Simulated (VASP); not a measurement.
A run of VASP 6.6.1 is set up as follows.

File INCAR:

```
SYSTEM = C
ALGO     = Normal         ! electronic algorithm
EDIFF    = 1E-7           ! SCF threshold, eV
ENCUT    = 520            ! plane-wave cutoff, eV
GGA      = PE             ! functional
ISIF     = 2              ! what is computed and relaxed
ISMEAR   = 0              ! smearing method
IVDW     = 12             ! dispersion correction
LASPH    = .TRUE.         ! aspherical terms in the spheres
LCHARG   = .FALSE.        ! write CHGCAR
LREAL    = .FALSE.        ! projectors in reciprocal space
LWAVE    = .FALSE.        ! write WAVECAR
NBANDS   = 16             ! bands
NELM     = 60             ! most SCF steps
PREC     = Accurate       ! precision mode
SIGMA    = 0.1            ! smearing width, eV
```

File KPOINTS:

```
k-points
0
G
  21 21 2
  0 0 0
```

POSCAR

```
C
1.0
    2.4652419043      0.0000000000      0.0000000000
   -1.2326209521      2.1349621156      0.0000000000
    0.0000000000      0.0000000000     24.1229203497
C
4
Direct
    0.0000000000      0.0000000000      0.5705334416
    0.0000000000      0.0000000000      0.4294665584
    0.3333333333      0.6666666667      0.4294485499
    0.6666666667      0.3333333333      0.5705514501
```

Potentials or basis: VASP PAW PBE potentials, release 64 (C).

Launch:

```sh
$ cat potpaw_PBE.64/C/POTCAR > POTCAR
$ mpirun -np 1 vasp_std > vasp.out
```

(1) Predict the dispersion energy per atom.

(2) Estimate the band gap on the k mesh.

## Answers

(1) -0.119 eV.

(2) zero (filled and empty bands touch).
